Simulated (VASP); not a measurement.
# Pb (Fmmm) in VASP: single point with PBE

Aim: the single point of Pb with PBE.

Program: VASP 6.6.1. These are calculated values, not measurements. Logs are shortened: lines on timing, memory, paths and dates and some standing lists are left out, and cuts for length are marked.

**1. The cell of the first run**

It takes space group Fmmm (No. 69, orthorhombic). Conventional cell: a = 4.903 Å, b = 4.940 Å, c = 4.977 Å, α = 90.00°, β = 90.00°, γ = 90.00°. Pb (site symmetry mmm) has 12 Pb at 3.48 to 3.51 Å within 4.6 Å.

**2. Single point, PBE (strain +0.0075 x Voigt [1, -1, 0, 0, 0, 0])**

Contents of INCAR:

```
PREC     = Accurate       # precision mode
ENCUT    = 520            # plane-wave cutoff, eV
EDIFF    = 1E-6           # SCF threshold, eV
ISMEAR   = 0              # smearing method
SIGMA    = 0.15           # smearing width, eV
LREAL    = False          # projectors in reciprocal space
LASPH    = True           # aspherical terms in the spheres
NELM     = 100            # most SCF steps
ALGO     = Fast           # electronic algorithm
ISIF     = 2              # what is computed and relaxed
LWAVE    = False          # write WAVECAR
LCHARG   = False          # write CHGCAR
GGA      = PE             # functional
NBANDS   = 13             # bands
```

Contents of KPOINTS:

```
Automatic mesh
0
Gamma
  16 16 16
```

Contents of POSCAR:

```
Pb
1.0
    0.0000000000      2.4512765000      2.4698000000
    2.4883235000      0.0000000000      2.4698000000
    2.4883235000      2.4512765000      0.0000000000
Pb
1
Direct
    0.0000000000      0.0000000000      0.0000000000
```

Potentials or basis: VASP PAW PBE potentials, release 64 (Pb_d).

Command:

```bash
$ cat potpaw_PBE.64/Pb_d/POTCAR > POTCAR
$ mpirun -np 1 vasp_std > vasp.out
```

OUTCAR:

```text
PREC = Accurate
   ENCUT = 520
   EDIFF = 1E-6
   ISMEAR = 0
   LREAL = False
   LASPH = True
   NELM = 100
   ISIF = 2
   GGA = PE

 ion  position               nearest neighbor table
   1  0.000  0.000  0.000-

  LATTYP: Found a face centered orthorhombic cell.
 ALAT       =     4.9025530000
 B/A-ratio  =     1.0075566751
 C/A-ratio  =     1.0151133501

  Lattice vectors:

 A1 = (  -2.4883235000,   0.0000000000,  -2.4698000000)
 A2 = (  -2.4883235000,   2.4512765000,   0.0000000000)
 A3 = (   0.0000000000,   2.4512765000,  -2.4698000000)

Analysis of symmetry for initial positions (statically):
=====================================================================
 Subroutine PRICEL returns:
 Original cell was already a primitive cell.

 Routine SETGRP: Setting up the symmetry group for a
 face centered orthorhombic supercell.

 Subroutine GETGRP returns: Found  8 space group operations
 (whereof  8 operations were pure point group operations)
 out of a pool of  8 trial point group operations.

The static configuration has the point symmetry D_2h.

Analysis of symmetry for dynamics (positions and initial velocities):
=====================================================================
 Subroutine PRICEL returns:
 Original cell was already a primitive cell.

 Routine SETGRP: Setting up the symmetry group for a
 face centered orthorhombic supercell.

 Subroutine GETGRP returns: Found  8 space group operations
 (whereof  8 operations were pure point group operations)
 out of a pool of  8 trial point group operations.

The dynamic configuration has the point symmetry D_2h.

 Subroutine INISYM returns: Found  8 space group operations
 (whereof  8 operations are pure point group operations),
 and found     1 'primitive' translations

----------------------------------------------------------------------------------------

                                     Primitive cell

  volume of cell :      30.1294

  direct lattice vectors                    reciprocal lattice vectors
     0.000000000  2.451276500  2.469800000    -0.200938503  0.203975357  0.202445542
     2.488323500  0.000000000  2.469800000     0.200938503 -0.203975357  0.202445542
     2.488323500  2.451276500  0.000000000     0.200938503  0.203975357 -0.202445542

  length of vectors
     3.479751215  3.505947216  3.492922891     0.350665690  0.350665690  0.350665690

  position of ions in fractional coordinates (direct lattice)
     0.000000000  0.000000000  0.000000000

  ion indices of the primitive-cell ions
   primitive index   ion index
                 1           1

----------------------------------------------------------------------------------------

 KPOINTS: Automatic mesh

Automatic generation of k-mesh.
 Grid dimensions read from file:
 generate k-points for:   16   16   16

 Generating k-lattice:

  Cartesian coordinates                     Fractional coordinates (reciprocal lattice)
    -0.012558656  0.012748460  0.012652846     0.062500000  0.000000000  0.000000000
     0.012558656 -0.012748460  0.012652846     0.000000000  0.062500000  0.000000000
     0.012558656  0.012748460 -0.012652846     0.000000000  0.000000000  0.062500000

  Length of vectors
     0.021916606  0.021916606  0.021916606

  Shift w.r.t. Gamma in fractional coordinates (k-lattice)
     0.000000000  0.000000000  0.000000000

 Subroutine IBZKPT returns following result:
 ===========================================

 Found    621 irreducible k-points:

 Following reciprocal coordinates:
            Coordinates               Weight
  0.000000  0.000000  0.000000      1.000000
  0.062500  0.000000  0.000000      8.000000
  0.125000  0.000000  0.000000      8.000000
  0.187500  0.000000  0.000000      8.000000
  0.250000  0.000000  0.000000      8.000000
  0.312500  0.000000  0.000000      8.000000
[... 16 lines left out ...]
 -0.125000  0.062500  0.000000      8.000000
 -0.062500  0.062500  0.000000      4.000000
 [... further k-points ...]
   k-points           NKPTS =    621   k-points in BZ     NKDIM =    621   number of bands    NBANDS=     13
   number of dos      NEDOS =    301   number of ions     NIONS =      1
   total plane-waves  NPLWV =  21952
   dimension x,y,z NGX =    28 NGY =   28 NGZ =   28
   dimension x,y,z NGXF=    56 NGYF=   56 NGZF=   56
   ions per type =               1
   NGX,Y,Z   is equivalent  to a cutoff of  13.38, 13.28, 13.33 a.u.
   NGXF,Y,Z  is equivalent  to a cutoff of  26.75, 26.55, 26.65 a.u.
 SYSTEM =  unknown system
   PREC   = accura    normal or accurate (medium, high low for compatibility)
   ISTART =      0    job   : 0-new  1-cont  2-samecut
   ICHARG =      2    charge: 1-file 2-atom 10-const
   ISPIN  =      1    spin polarized calculation?
   LNONCOLLINEAR =      F non collinear calculations
   LSORBIT =      F    spin-orbit coupling
   LASPH  =      T    aspherical Exc in radial PAW
   ENCUT  =  520.0 eV  38.22 Ry    6.18 a.u.   6.47  6.52  6.49*2*pi/ulx,y,z
   NELM   =    100;   NELMIN=  2; NELMDL= -5     # of ELM steps
   EDIFF  = 0.1E-05   stopping-criterion for ELM
   LREAL  =      F    real-space projection
   EDIFFG = 0.1E-04   stopping-criterion for IOM
   NSW    =      0    number of steps for IOM
   IBRION =     -1    ionic relax: 0-MD 1-quasi-New 2-CG
   NFREE  =      0    steps in history (QN), initial steepest desc. (CG)
   ISIF   =      2    stress and relaxation
   ISYM   =      2    0-nonsym 1-usesym 2-fastsym
   POTIM  = 0.5000    time-step for ionic-motion
   TEBEG  =    0.0;   TEEND  =   0.0 temperature during run
   PSTRESS=    0.0 pullay stress
   NELECT =      14.0000    total number of electrons
   NUPDOWN=      -1.0000    fix difference up-down
   EMIN   =  10.00;   EMAX   =-10.00  energy-range for DOS
   EFERMI =   0.00;   METHOD = LEGACY
   ISMEAR =     0;   SIGMA  =   0.15  broadening in eV -4-tet -1-fermi 0-gaus
   EFERMI_NEDOS =   21; number of points for ismear=-14 and -15
   IALGO  =     68    algorithm
   IMIX   =      4    mixing-type and parameters
     AMIX     =   0.40;   BMIX     =  1.00
     AMIX_MAG =   1.60;   BMIX_MAG =  1.00
  volume/ion in A,a.u.               =      30.13       203.32
  Fermi-wavevector in a.u.,A,eV,Ry     =   1.268004  2.396180 21.875903  1.607833
  Thomas-Fermi vector in A             =   2.401122
   LORBIT       =      0    0 simple, 1 ext, 2 COOP (PROOUT), +10 PAW based schemes
   GGA     = PE    functional components
   LHFCALC =     F    Hartree Fock is set to
   AEXX    =    0.0000 exact exchange contribution
   IVDW    =     0    specifies the selected vdW correction
   LEPSILON=     F    determine dielectric tensor
   LRPA    =     F    only Hartree local field effects (RPA)
 non-spin polarized calculation
 RMM-DIIS sequential band-by-band and
 Gauss-broadening in eV      SIGMA  =   0.15
  energy-cutoff  :      520.00
  volume of cell :       30.13
 maximum number of plane-waves:       853
 NGX is ok and might be reduce to    28
   NGX = 13   NGY = 13   NGZ = 13

 number of electron      13.9999998 magnetization

 Free energy of the ion-electron system (eV)
  ---------------------------------------------------
  ext. energy  EPLUGINS =         0.00000000
  ---------------------------------------------------
  free energy    TOTEN  =        -3.55321644 eV

  energy without entropy =       -3.54850125  energy(sigma->0) =       -3.55085885

 E-fermi :   7.4090     XC(G=0): -10.2159

 val. band max:        7.4070694496   @ k =  -0.3750   0.1875   0.3125
 cond. band min:       7.4130288307   @ k =  -0.3750   0.3125   0.1875
 fundamental gap:      0.0059593811
 Fermi energy:         7.4090079817

 k-point     1 :       0.0000    0.0000    0.0000
  band No.  band energies     occupation
      1      -9.7359      2.00000
      2      -9.7259      2.00000
      3      -9.7165      2.00000
      4      -9.5906      2.00000
      5      -9.5765      2.00000
      6      -4.4447      2.00000
      7      14.8076      0.00000
      8      14.8231      0.00000
      9      14.8364      0.00000
     10      17.1229      0.00000
     11      18.7763      0.00000
     12      19.8764      0.00000
     13      19.8870      0.00000

 k-point     2 :       0.0625    0.0000    0.0000
  band No.  band energies     occupation
      1      -9.7324      2.00000
      2      -9.7220      2.00000
      3      -9.7124      2.00000
      4      -9.5908      2.00000
      5      -9.5772      2.00000
      6      -4.3690      2.00000
      7      13.8605      0.00000
      8      14.7241      0.00000
      9      14.7275      0.00000
     10      16.9358      0.00000
     11      19.2097      0.00000
     12      20.0550      0.00000
     13      20.0608      0.00000

 k-point     3 :       0.1250    0.0000    0.0000
  band No.  band energies     occupation
      1      -9.7291      2.00000
      2      -9.7101      2.00000
      3      -9.6996      2.00000
      4      -9.5888      2.00000
      5      -9.5771      2.00000
      6      -4.1416      2.00000
      7      12.0032      0.00000
      8      14.4561      0.00000
      9      14.4865      0.00000
     10      16.6890      0.00000
     11      19.8962      0.00000
     12      20.4889      0.00000
     13      20.5106      0.00000
[... 305 lines left out ...]
 k-point    23 :      -0.1250    0.0625    0.0000
  band No.  band energies     occupation
      1      -9.7323      2.00000
      2      -9.6965      2.00000
      3      -9.6912      2.00000
      4      -9.5954      2.00000
      5      -9.5674      2.00000
      6      -3.9648      2.00000
      7      11.3067      0.00000
      8      13.1963      0.00000
      9      14.8349      0.00000
     10      16.9641      0.00000
     11      19.5013      0.00000
     12      19.8889      0.00000
     13      20.1765      0.00000

 k-point    24 :      -0.0625    0.0625    0.0000
  band No.  band energies     occupation
      1      -9.7331      2.00000
      2      -9.7092      2.00000
      3      -9.7067      2.00000
      4      -9.5931      2.00000
      5      -9.5755      2.00000
      6      -4.2427      2.00000
      7      13.0098      0.00000
      8      13.8495      0.00000
      9      14.9034      0.00000
     10      16.9218      0.00000
     11      19.3614      0.00000
     12      19.9712      0.00000
     13      20.5614      0.00000

 [... further k-points ...]

------------------------ aborting loop because EDIFF is reached ----------------------------------------

  FORCE on cell =-STRESS in cart. coord.  units (eV):
  Direction    XX          YY          ZZ          XY          YZ          ZX
  --------------------------------------------------------------------------------------
  -------------------------------------------------------------------------------------
  Total        0.4754406      0.5248132      0.4965710      0.0000000     -0.0000000      0.0000000
  in kB       25.2822608     27.9077243     26.4059015      0.0000000     -0.0000000      0.0000000
  external PRESSURE =      26.5319622 kB  Pullay stress =       0.0000000 kB

 VOLUME and BASIS-vectors are now :
 -----------------------------------------------------------------------------
  energy-cutoff  :      520.00
  volume of cell :       30.13
      direct lattice vectors                 reciprocal lattice vectors
     0.000000000  2.451276500  2.469800000    -0.200938503  0.203975357  0.202445542
     2.488323500  0.000000000  2.469800000     0.200938503 -0.203975357  0.202445542
     2.488323500  2.451276500  0.000000000     0.200938503  0.203975357 -0.202445542

 POSITION                                       TOTAL-FORCE (eV/Angst)
 -----------------------------------------------------------------------------------
      0.00000      0.00000      0.00000         0.000000      0.000000      0.000000
 -----------------------------------------------------------------------------------
    total drift:                               -0.000000     -0.000000     -0.000000

  FREE ENERGIE OF THE ION-ELECTRON SYSTEM (eV)
  ---------------------------------------------------
  free  energy   TOTEN  =        -3.5532164429 eV

  energy  without entropy=       -3.5485012503  energy(sigma->0) =       -3.55085885
```

Wall time 6.6 min (1 thread of Intel Xeon 8259CL, shared host); peak memory 0.35 GiB.

Results:

```
Free energy            : -3.5532 eV
Pressure               : 2.7 GPa
Band gap on the k mesh : zero (bands 7 and 8 overlap by 9.20 eV)
```

Levels at points of the mesh, in eV from the Fermi level:
```
           k point  band 5  band 6  band 7  band 8  band 9  band 10
(0.00, 0.00, 0.00)  -16.99  -11.85    7.40    7.41    7.43     9.71
(0.50, 0.00, 0.00)  -16.85   -8.19   -4.29    5.45    5.67     9.20
(0.50, 0.50, 0.00)  -16.81   -6.76   -3.35    1.95    2.05     5.34
(0.50, 0.00, 0.50)  -16.82   -6.68   -3.29    1.89    1.94     5.26
(0.00, 0.50, 0.50)  -16.82   -6.85   -3.41    2.07    2.12     5.43
```

Caveat: the cell differs from its parent crystal (strain +0.0075 x Voigt [1, -1, 0, 0, 0, 0]); spin-orbit coupling is left out, which moves the levels of the heavy elements.
